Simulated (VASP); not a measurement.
# TiO2 (P4_2/mnm) in VASP: further runs

Runs on TiO2. Level: r2SCAN+U. Tasks: single point.

All numbers are computed with VASP 6.6.1; they aren't measurements. Logs are shortened: lines on timing, memory, paths and dates and some standing lists are left out, and cuts for length are marked.

## Step 1: The cell of the first run

It takes space group P4_2/mnm (No. 136, tetragonal). The conventional cell has a = 4.390 Å, b = 4.390 Å, c = 2.858 Å, α = 90.00°, β = 90.00°, γ = 90.00°. Ti (site symmetry mmm) has 6 O at 1.87 to 1.89 Å within 2.5 Å. O (site symmetry m2m) has 3 Ti at 1.87 to 1.89 Å and 1 O at 2.46 Å within 2.5 Å.

## Step 2: Single point, r2SCAN+U (equal strain along all axes, cell held: -4.5 %, then relaxed in part)

POSCAR reads:

```
TiO2
1.0
    4.3904551781      0.0000000000      0.0000000000
    0.0000000000      4.3904551781      0.0000000000
    0.0000000000      0.0000000000      2.8584826272
Ti O
2 4
Direct
    0.5000000000      0.5000000000      0.0000000000
    0.0000000000      0.0000000000      0.5000000000
    0.6982664494      0.6982664494      0.5000000000
    0.8017335506      0.1982664494      0.0000000000
    0.1982664494      0.8017335506      0.0000000000
    0.3017335506      0.3017335506      0.5000000000
```

INCAR.step1 reads:

```
PREC     = Accurate       # precision mode
ENCUT    = 520            # plane-wave cutoff, eV
ISMEAR   = 0              # smearing method
SIGMA    = 0.02           # smearing width, eV
LREAL    = False          # projectors in reciprocal space
LASPH    = True           # aspherical terms in the spheres
NELM     = 150            # most SCF steps
LMAXMIX  = 4              # l up to which the mixer works
LDAU     = True           # DFT+U
LDAUTYPE = 2            
LDAUL    = 2 -1           # shell
LDAUU    = 4 0            # U, eV
LDAUJ    = 0 0          
NBANDS   = 33             # bands
GGA      = PE             # functional
ALGO     = Normal         # electronic algorithm
EDIFF    = 1E-4           # SCF threshold, eV
LWAVE    = True           # write WAVECAR
LCHARG   = False          # write CHGCAR
```

INCAR.step2 reads:

```
PREC     = Accurate       # precision mode
ENCUT    = 520            # plane-wave cutoff, eV
EDIFF    = 1E-6           # SCF threshold, eV
ISMEAR   = 0              # smearing method
SIGMA    = 0.02           # smearing width, eV
LREAL    = False          # projectors in reciprocal space
LASPH    = True           # aspherical terms in the spheres
NELM     = 150            # most SCF steps
ALGO     = Normal         # electronic algorithm
ISIF     = 2              # what is computed and relaxed
LWAVE    = False          # write WAVECAR
LCHARG   = False          # write CHGCAR
LMAXMIX  = 4              # l up to which the mixer works
LDAU     = True           # DFT+U
LDAUTYPE = 2            
LDAUL    = 2 -1           # shell
LDAUU    = 4 0            # U, eV
LDAUJ    = 0 0          
LDAUPRINT= 1            
METAGGA  = R2SCAN         # meta-GGA
LMIXTAU  = True         
NBANDS   = 33             # bands
ISTART   = 1
```

KPOINTS reads:

```
regular mesh
0
Gamma
  6 6 8
```

Potentials or basis: VASP PAW PBE potentials, release 64 (Ti_sv, O).

Command:

```sh
$ cat potpaw_PBE.64/Ti_sv/POTCAR potpaw_PBE.64/O/POTCAR > POTCAR
$ cp INCAR.step1 INCAR
$ mpirun -np 1 vasp_std > vasp.out
$ cp INCAR.step2 INCAR
$ mpirun -np 1 vasp_std > vasp.out
```

OUTCAR:

```text
PREC = Accurate
   ENCUT = 520
   EDIFF = 1E-6
   ISMEAR = 0
   LREAL = False
   LASPH = True
   NELM = 150
   ISIF = 2
   METAGGA = R2SCAN
   ISTART = 1

 ion  position               nearest neighbor table
   1  0.500  0.500  0.000-   4 1.87   5 1.87   3 1.89   6 1.89   3 1.89   6 1.89
   2  0.000  0.000  0.500-   3 1.87   6 1.87   5 1.89   4 1.89   4 1.89   5 1.89
   3  0.698  0.698  0.500-   2 1.87   1 1.89   1 1.89
   4  0.802  0.198  0.000-   1 1.87   2 1.89   2 1.89
   5  0.198  0.802  0.000-   1 1.87   2 1.89   2 1.89
   6  0.302  0.302  0.500-   2 1.87   1 1.89   1 1.89

  LATTYP: Found a simple tetragonal cell.
 ALAT       =     4.3904551781
 C/A-ratio  =     0.6510674887

  Lattice vectors:

 A1 = (   4.3904551781,   0.0000000000,   0.0000000000)
 A2 = (   0.0000000000,   4.3904551781,   0.0000000000)
 A3 = (   0.0000000000,   0.0000000000,   2.8584826272)

Analysis of symmetry for initial positions (statically):
=====================================================================
 Subroutine PRICEL returns:
 Original cell was already a primitive cell.

 Routine SETGRP: Setting up the symmetry group for a
 simple tetragonal supercell.

 Subroutine GETGRP returns: Found 16 space group operations
 (whereof  8 operations were pure point group operations)
 out of a pool of 16 trial point group operations.

The static configuration has the point symmetry D_2h.
 The point group associated with its full space group is D_4h.

Analysis of symmetry for dynamics (positions and initial velocities):
=====================================================================
 Subroutine PRICEL returns:
 Original cell was already a primitive cell.

 Routine SETGRP: Setting up the symmetry group for a
 simple tetragonal supercell.

 Subroutine GETGRP returns: Found 16 space group operations
 (whereof  8 operations were pure point group operations)
 out of a pool of 16 trial point group operations.

The dynamic configuration has the point symmetry D_2h.
 The point group associated with its full space group is D_4h.

 Subroutine INISYM returns: Found 16 space group operations
 (whereof  8 operations are pure point group operations),
 and found     1 'primitive' translations

----------------------------------------------------------------------------------------

                                     Primitive cell

  volume of cell :      55.1004

  direct lattice vectors                    reciprocal lattice vectors
     4.390455178  0.000000000  0.000000000     0.227766817  0.000000000  0.000000000
     0.000000000  4.390455178  0.000000000     0.000000000  0.227766817  0.000000000
     0.000000000  0.000000000  2.858482627     0.000000000  0.000000000  0.349835955

  length of vectors
     4.390455178  4.390455178  2.858482627     0.227766817  0.227766817  0.349835955

  position of ions in fractional coordinates (direct lattice)
     0.500000000  0.500000000  0.000000000
     0.000000000  0.000000000  0.500000000
     0.698266449  0.698266449  0.500000000
     0.801733551  0.198266449  0.000000000
     0.198266449  0.801733551  0.000000000
     0.301733551  0.301733551  0.500000000

  ion indices of the primitive-cell ions
   primitive index   ion index
                 1           1
                 2           2
[... 101 lines left out ...]
 LDA+U is selected, type is set to LDAUTYPE =  2
   angular momentum for each species LDAUL =     2   -1
   U (eV)           for each species LDAUU =   4.0  0.0
   J (eV)           for each species LDAUJ =   0.0  0.0
   METAGGA = R2SCAN    functional components
   LHFCALC =     F    Hartree Fock is set to
   AEXX    =    0.0000 exact exchange contribution
   IVDW    =     0    specifies the selected vdW correction
   LEPSILON=     F    determine dielectric tensor
   LRPA    =     F    only Hartree local field effects (RPA)
 non-spin polarized calculation
 Gauss-broadening in eV      SIGMA  =   0.02
  energy-cutoff  :      520.00
  volume of cell :       55.10
 maximum number of plane-waves:      1504
 NGX is ok and might be reduce to    36
   NGX = 17   NGY = 17   NGZ = 11

atom =   1  type =  1  l = 2

 onsite density matrix

spin component  1

  0.2209  0.0000  0.0909  0.0000  0.0000
  0.0000  0.1936  0.0000  0.0952  0.0000
  0.0909  0.0000  0.1452  0.0000  0.0000
  0.0000  0.0952  0.0000  0.1936  0.0000
  0.0000  0.0000  0.0000  0.0000  0.1010

spin component  2

  0.2209  0.0000  0.0909  0.0000  0.0000
  0.0000  0.1936  0.0000  0.0952  0.0000
  0.0909  0.0000  0.1452  0.0000  0.0000
  0.0000  0.0952  0.0000  0.1936  0.0000
  0.0000  0.0000  0.0000  0.0000  0.1010

 occupancies and eigenvectors

  o =  0.0846  v = -0.5548  0.0000  0.8320  0.0000 -0.0000  0.0000  0.0000  0.0000  0.0000  0.0000      0.0000  0.0000  0.0000  0.0000  0.0000  0.0000  0.0000  0.0000  0.0000  0.0000
  o =  0.0846  v =  0.0000  0.0000  0.0000  0.0000  0.0000 -0.5548  0.0000  0.8320  0.0000 -0.0000      0.0000  0.0000  0.0000  0.0000  0.0000  0.0000  0.0000  0.0000  0.0000  0.0000
  o =  0.0984  v =  0.0000  0.7071  0.0000 -0.7071 -0.0000  0.0000  0.0000  0.0000  0.0000  0.0000      0.0000  0.0000  0.0000  0.0000  0.0000  0.0000  0.0000  0.0000  0.0000  0.0000
  o =  0.0984  v =  0.0000  0.0000  0.0000  0.0000  0.0000  0.0000  0.7071  0.0000 -0.7071 -0.0000      0.0000  0.0000  0.0000  0.0000  0.0000  0.0000  0.0000  0.0000  0.0000  0.0000
  o =  0.1010  v = -0.0000 -0.0000  0.0000  0.0000  1.0000  0.0000  0.0000  0.0000  0.0000  0.0000      0.0000  0.0000  0.0000  0.0000  0.0000  0.0000  0.0000  0.0000  0.0000  0.0000
  o =  0.1010  v =  0.0000  0.0000  0.0000  0.0000  0.0000 -0.0000 -0.0000  0.0000  0.0000  1.0000      0.0000  0.0000  0.0000  0.0000  0.0000  0.0000  0.0000  0.0000  0.0000  0.0000
  o =  0.2815  v = -0.8320  0.0000 -0.5548  0.0000 -0.0000  0.0000  0.0000  0.0000  0.0000  0.0000      0.0000  0.0000  0.0000  0.0000  0.0000  0.0000  0.0000  0.0000  0.0000  0.0000
  o =  0.2815  v =  0.0000  0.0000  0.0000  0.0000  0.0000 -0.8320  0.0000 -0.5548  0.0000 -0.0000      0.0000  0.0000  0.0000  0.0000  0.0000  0.0000  0.0000  0.0000  0.0000  0.0000
  o =  0.2888  v =  0.0000  0.0000  0.0000  0.0000  0.0000  0.0000  0.7071  0.0000  0.7071 -0.0000      0.0000  0.0000  0.0000  0.0000  0.0000  0.0000  0.0000  0.0000  0.0000  0.0000
  o =  0.2888  v =  0.0000  0.7071  0.0000  0.7071 -0.0000  0.0000  0.0000  0.0000  0.0000  0.0000      0.0000  0.0000  0.0000  0.0000  0.0000  0.0000  0.0000  0.0000  0.0000  0.0000

atom =   2  type =  1  l = 2

 onsite density matrix

spin component  1

  0.2209  0.0000 -0.0909  0.0000  0.0000
  0.0000  0.1936  0.0000 -0.0952  0.0000
 -0.0909  0.0000  0.1452  0.0000  0.0000
  0.0000 -0.0952  0.0000  0.1936  0.0000
  0.0000  0.0000  0.0000  0.0000  0.1010

spin component  2

  0.2209  0.0000 -0.0909  0.0000  0.0000
  0.0000  0.1936  0.0000 -0.0952  0.0000
 -0.0909  0.0000  0.1452  0.0000  0.0000
  0.0000 -0.0952  0.0000  0.1936  0.0000
  0.0000  0.0000  0.0000  0.0000  0.1010

 occupancies and eigenvectors

  o =  0.0846  v = -0.5548 -0.0000 -0.8320  0.0000  0.0000  0.0000  0.0000  0.0000  0.0000  0.0000      0.0000  0.0000  0.0000  0.0000  0.0000  0.0000  0.0000  0.0000  0.0000  0.0000
  o =  0.0846  v =  0.0000  0.0000  0.0000  0.0000  0.0000 -0.5548 -0.0000 -0.8320  0.0000  0.0000      0.0000  0.0000  0.0000  0.0000  0.0000  0.0000  0.0000  0.0000  0.0000  0.0000
  o =  0.0984  v =  0.0000  0.7071  0.0000  0.7071  0.0000  0.0000  0.0000  0.0000  0.0000  0.0000      0.0000  0.0000  0.0000  0.0000  0.0000  0.0000  0.0000  0.0000  0.0000  0.0000
  o =  0.0984  v =  0.0000  0.0000  0.0000  0.0000  0.0000  0.0000  0.7071  0.0000  0.7071  0.0000      0.0000  0.0000  0.0000  0.0000  0.0000  0.0000  0.0000  0.0000  0.0000  0.0000
  o =  0.1010  v = -0.0000  0.0000 -0.0000  0.0000 -1.0000  0.0000  0.0000  0.0000  0.0000  0.0000      0.0000  0.0000  0.0000  0.0000  0.0000  0.0000  0.0000  0.0000  0.0000  0.0000
  o =  0.1010  v =  0.0000  0.0000  0.0000  0.0000  0.0000 -0.0000  0.0000 -0.0000  0.0000 -1.0000      0.0000  0.0000  0.0000  0.0000  0.0000  0.0000  0.0000  0.0000  0.0000  0.0000
  o =  0.2815  v = -0.8320 -0.0000  0.5548  0.0000  0.0000  0.0000  0.0000  0.0000  0.0000  0.0000      0.0000  0.0000  0.0000  0.0000  0.0000  0.0000  0.0000  0.0000  0.0000  0.0000
  o =  0.2815  v =  0.0000  0.0000  0.0000  0.0000  0.0000 -0.8320 -0.0000  0.5548  0.0000  0.0000      0.0000  0.0000  0.0000  0.0000  0.0000  0.0000  0.0000  0.0000  0.0000  0.0000
  o =  0.2888  v =  0.0000  0.0000  0.0000  0.0000  0.0000  0.0000  0.7071  0.0000 -0.7071  0.0000      0.0000  0.0000  0.0000  0.0000  0.0000  0.0000  0.0000  0.0000  0.0000  0.0000
  o =  0.2888  v =  0.0000  0.7071  0.0000 -0.7071  0.0000  0.0000  0.0000  0.0000  0.0000  0.0000      0.0000  0.0000  0.0000  0.0000  0.0000  0.0000  0.0000  0.0000  0.0000  0.0000

 number of electron      48.0000014 magnetization

 Free energy of the ion-electron system (eV)
  ---------------------------------------------------
  ext. energy  EPLUGINS =         0.00000000
  ---------------------------------------------------
  free energy    TOTEN  =       -63.40959600 eV

  energy without entropy =      -63.40959600  energy(sigma->0) =      -63.40959600

 E-fermi :   6.4559     XC(G=0): -12.9018

 val. band max:        6.2616940900   @ k =   0.0000   0.0000   0.0000
 cond. band min:       9.3334904038   @ k =   0.0000   0.0000   0.0000
 fundamental gap:      3.0717963138
 Fermi energy:         6.4558737510

 k-point     1 :       0.0000    0.0000    0.0000
  band No.  band energies     occupation
      1     -53.3827      2.00000
      2     -53.3488      2.00000
      3     -28.7594      2.00000
      4     -28.7594      2.00000
      5     -28.4818      2.00000
      6     -28.4818      2.00000
[... 853 lines left out ...]
     32      12.6541      0.00000
     33      14.4446      0.00000

 [... further k-points ...]
[... 5 lines left out ...]
  --------------------------------------------------------------------------------------
  -------------------------------------------------------------------------------------
  Total       16.7563545     16.7563545     19.8703196      0.0000000      0.0000000      0.0000000
  in kB      487.2316243    487.2316243    577.7777090      0.0000000      0.0000000      0.0000000
  external PRESSURE =     517.4136526 kB  Pullay stress =       0.0000000 kB

 VOLUME and BASIS-vectors are now :
 -----------------------------------------------------------------------------
  energy-cutoff  :      520.00
  volume of cell :       55.10
      direct lattice vectors                 reciprocal lattice vectors
     4.390455178  0.000000000  0.000000000     0.227766817  0.000000000  0.000000000
     0.000000000  4.390455178  0.000000000     0.000000000  0.227766817  0.000000000
     0.000000000  0.000000000  2.858482627     0.000000000  0.000000000  0.349835955

 POSITION                                       TOTAL-FORCE (eV/Angst)
 -----------------------------------------------------------------------------------
      2.19523      2.19523      0.00000         0.000000      0.000000      0.000000
      0.00000      0.00000      1.42924         0.000000      0.000000      0.000000
      3.06571      3.06571      1.42924         0.083334      0.083334     -0.000000
      3.51998      0.87048      0.00000        -0.083334      0.083334      0.000000
      0.87048      3.51998      0.00000         0.083334     -0.083334      0.000000
      1.32475      1.32475      1.42924        -0.083334     -0.083334      0.000000
 -----------------------------------------------------------------------------------
    total drift:                                0.000000      0.000000      0.000000

  FREE ENERGIE OF THE ION-ELECTRON SYSTEM (eV)
  ---------------------------------------------------
  free  energy   TOTEN  =       -63.4095960044 eV

  energy  without entropy=      -63.4095960044  energy(sigma->0) =      -63.40959600
```

Wall time 3.2 min (1 thread of Intel Xeon Platinum 8488C (Sapphire Rapids), shared host); peak memory 0.22 GiB.

What came out:

- Free energy: -63.4096 eV
- Pressure: 51.7 GPa
- Largest force: 0.118 eV/Å
- Band gap on the k mesh: 3.07 eV

Forces on the atoms (eV/Å):
```
Ti   0.000  0.000  0.000
Ti   0.000  0.000  0.000
O    0.083  0.083  0.000
O   -0.083  0.083  0.000
O    0.083 -0.083  0.000
O   -0.083 -0.083  0.000
```

Eigenvalues of the final occupation matrices:
```csv
site,spin,trace,eigenvalues
site 1 d,1,0.85,0.08 0.10 0.10 0.28 0.29
site 1 d,2,0.85,0.08 0.10 0.10 0.28 0.29
site 2 d,1,0.85,0.08 0.10 0.10 0.28 0.29
site 2 d,2,0.85,0.08 0.10 0.10 0.28 0.29
```

Caveat: the cell differs from its parent crystal (equal strain along all axes, cell held: -4.5 %, then relaxed in part); the cell stands under pressure; the PAW data sets were made with another functional, which shifts forces and pressure a little.

## Step 3: Single point, r2SCAN+U (equal strain along all axes, cell held: -3.0 %, then relaxed in part)

POSCAR reads:

```
TiO2
1.0
    4.4594152070      0.0000000000      0.0000000000
    0.0000000000      4.4594152070      0.0000000000
    0.0000000000      0.0000000000      2.9033802601
Ti O
2 4
Direct
    0.5000000000      0.5000000000      0.0000000000
    0.0000000000      0.0000000000      0.5000000000
    0.6973072435      0.6973072435      0.5000000000
    0.8026927565      0.1973072435      0.0000000000
    0.1973072435      0.8026927565      0.0000000000
    0.3026927565      0.3026927565      0.5000000000
```

INCAR.step1 reads:

```
  PREC = Accurate
  ENCUT = 520
  ISMEAR = 0
  SIGMA = 0.02
  LREAL = False
  LASPH = True
  NELM = 150
  LMAXMIX = 4
  LDAU = True
  LDAUTYPE = 2
  LDAUL = 2 -1
  LDAUU = 4 0
  LDAUJ = 0 0
  NBANDS = 33
  GGA = PE
  ALGO = Normal
  EDIFF = 1E-4
  LWAVE = True
  LCHARG = False
```

INCAR.step2 reads:

```
  PREC = Accurate
  ENCUT = 520
  EDIFF = 1E-7
  ISMEAR = 0
  SIGMA = 0.02
  LREAL = False
  LASPH = True
  NELM = 150
  ALGO = Normal
  ISIF = 2
  LWAVE = False
  LCHARG = True
  LMAXMIX = 4
  LDAU = True
  LDAUTYPE = 2
  LDAUL = 2 -1
  LDAUU = 4 0
  LDAUJ = 0 0
  LDAUPRINT = 1
  METAGGA = R2SCAN
  LMIXTAU = True
  LELF = True
  LVHAR = True
  NBANDS = 33
  ISTART = 1
```

KPOINTS is that of step 2.

Potentials or basis: VASP PAW PBE potentials, release 64 (Ti_sv, O).

Command:

```sh
$ cat potpaw_PBE.64/Ti_sv/POTCAR potpaw_PBE.64/O/POTCAR > POTCAR
$ cp INCAR.step1 INCAR
$ mpirun -np 1 vasp_std > vasp.out
$ cp INCAR.step2 INCAR
$ mpirun -np 1 vasp_std > vasp.out
```

Wall time 3.1 min (1 thread of Intel Xeon Platinum 8488C (Sapphire Rapids), shared host); peak memory 0.23 GiB.

The run converged. Its results:

- Free energy: -64.1046 eV
- Pressure: 33.0 GPa
- Largest force: 0.127 eV/Å
- Band gap on the k mesh: 2.97 eV

Forces on the atoms (eV/Å):
```
Ti   0.000  0.000  0.000
Ti   0.000  0.000  0.000
O    0.090  0.090  0.000
O   -0.090  0.090  0.000
O    0.090 -0.090  0.000
O   -0.090 -0.090  0.000
```

Stress tensor (GPa, compression positive):
```
30.89  0.00  0.00
 0.00 30.89  0.00
 0.00  0.00 37.20
```

Levels at points of the mesh, in eV from the valence-band top:
| k point | band 20 | band 21 | band 22 | band 23 | band 24 | band 25 | band 26 | band 27 | band 28 | band 29 |
| --- | --- | --- | --- | --- | --- | --- | --- | --- | --- | --- |
| (0.00, 0.00, 0.00) | -2.40 | -0.91 | -0.59 | -0.59 | 0.00 | 2.97 | 3.22 | 3.62 | 3.71 | 3.71 |
| (0.50, 0.00, 0.00) | -3.45 | -1.93 | -1.93 | -0.89 | -0.89 | 3.70 | 3.70 | 4.40 | 4.40 | 4.86 |
| (0.50, 0.50, 0.00) | -2.35 | -1.61 | -1.61 | -1.29 | -1.29 | 2.97 | 2.97 | 3.74 | 3.74 | 5.14 |
| (0.00, 0.00, 0.50) | -3.04 | -2.78 | -2.78 | -1.60 | -1.60 | 4.29 | 4.29 | 4.53 | 4.53 | 4.93 |
| (0.50, 0.00, 0.50) | -2.74 | -2.19 | -2.19 | -1.29 | -1.29 | 3.07 | 3.07 | 4.60 | 4.60 | 5.21 |
| (0.50, 0.50, 0.50) | -3.01 | -1.50 | -1.50 | -0.76 | -0.76 | 3.83 | 3.83 | 4.43 | 4.43 | 4.63 |

Eigenvalues of the final occupation matrices:
```
    site  spin  trace               eigenvalues
site 1 d     1   0.82  0.08 0.09 0.10 0.27 0.28
site 1 d     2   0.82  0.08 0.09 0.10 0.27 0.28
site 2 d     1   0.82  0.08 0.09 0.10 0.27 0.28
site 2 d     2   0.82  0.08 0.09 0.10 0.27 0.28
```

Caveat: the cell differs from its parent crystal (equal strain along all axes, cell held: -3.0 %, then relaxed in part); the cell stands under pressure; the PAW data sets were made with another functional, which shifts forces and pressure a little.

[end of part 1 of 2]
